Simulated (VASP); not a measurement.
Wanted: the native input for a VASP 6.6.1 run.

```
Task                   : single point
Functional             : PBE
Potentials or basis    : VASP PAW PBE potentials, release 64 (Be, Zn, Te)
Cutoff                 : 520 eV
k mesh                 : 8 × 8 × 2
Occupations            : gaussian, width 0.02 eV
Spin                   : no spin polarisation
Dipole correction      : no
Further INCAR settings : ALGO = Normal; EDIFF = 1e-06; NBANDS = 41
```

The structure of Be5ZnTe6 lies in POSCAR:

```
Be5ZnTe6
1.0
    4.0571114225      0.0000000000      0.0000000000
    0.0000000000      4.0571114225      0.0000000000
    0.0000000000      0.0000000000     17.3244502160
Be Zn Te
5 1 6
Direct
    0.0000000000      0.0000000000      0.8237556141
    0.0000000000      0.0000000000      0.1762443859
    0.5000000000      0.5000000000      0.3382526070
    0.0000000000      0.0000000000      0.5000000000
    0.5000000000      0.5000000000      0.6617473930
    0.5000000000      0.5000000000      0.0000000000
    0.5000000000      0.0000000000      0.0963530963
    0.0000000000      0.5000000000      0.2573354499
    0.5000000000      0.0000000000      0.4191361976
    0.0000000000      0.5000000000      0.5808638024
    0.5000000000      0.0000000000      0.7426645501
    0.0000000000      0.5000000000      0.9036469037
```

One way to write it, as run:

INCAR

```
PREC = Accurate
ENCUT = 520
EDIFF = 1E-6
ISMEAR = 0
SIGMA = 0.02
LREAL = F
LASPH = T
NELM = 80
ALGO = Normal
ISIF = 2
LWAVE = F
LCHARG = F
GGA = PE
NBANDS = 41
```

KPOINTS

```
Automatic mesh
0
Gamma
  8 8 2
```

Potentials or basis: VASP PAW PBE potentials, release 64 (Be, Zn, Te).

Command:

```sh
$ cat potpaw_PBE.64/Be/POTCAR potpaw_PBE.64/Zn/POTCAR potpaw_PBE.64/Te/POTCAR > POTCAR
$ mpirun -np 1 vasp_std > vasp.out
```

Results of the run:

```yaml
Pressure: 0.2 GPa
Largest_force: 0.008 eV/Å
Band_gap_on_the_k_mesh: 1.92 eV (least direct gap 1.92 eV)
```

Caveat: spin-orbit coupling is left out, which moves the levels of the heavy elements.

Wall time 12 min on 1 thread of Intel Xeon 8259CL, with other jobs on the host, peak memory 0.52 GiB.
